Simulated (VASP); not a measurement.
Input of a VASP 6.6.1 run:

Contents of INCAR:

```
SYSTEM = BN
PREC = Accurate
ENCUT = 520
EDIFF = 1E-7
ISMEAR = -1
SIGMA = 0.02
LREAL = .False.
LASPH = .True.
NELM = 100
ALGO = Normal
ISIF = 2
LWAVE = .False.
LCHARG = .True.
GGA = PS
LELF = .True.
LVHAR = .True.
NBANDS = 16
```

KPOINTS

```
regular mesh
0
Gamma
  11 11 4
  0 0 0
```

POSCAR

```
BN
1.0
    2.4701498301      0.0000000000      0.0000000000
   -1.2350749151      2.1392125040      0.0000000000
    0.0000000000      0.0000000000      6.5711727478
B N
2 2
Direct
    0.3333333333      0.6666666667      0.2500000000
    0.6666666667      0.3333333333      0.7500000000
    0.3333333333      0.6666666667      0.7500000000
    0.6666666667      0.3333333333      0.2500000000
```

Potentials or basis: VASP PAW PBE potentials, release 64 (B, N).

Launch:

```sh
$ cat potpaw_PBE.64/B/POTCAR potpaw_PBE.64/N/POTCAR > POTCAR
$ mpirun -np 1 vasp_std > vasp.out
```

**Question.** Predict the pressure.

**Answer.** 11.4 GPa.

**Question.** Estimate the band gap on the k mesh.

**Answer.** 4.28 eV, indirect (least direct gap 4.67 eV).

Stress tensor (GPa, compression positive):
```
16.62  0.00  0.00
 0.00 16.62  0.00
 0.00  0.00  1.11
```

Caveat: the PAW data sets were made with another functional, which shifts forces and pressure a little; this functional lacks dispersion, which binds the layers, so the pressure and a relaxed spacing across them are unreliable. A k mesh can miss the band edges.
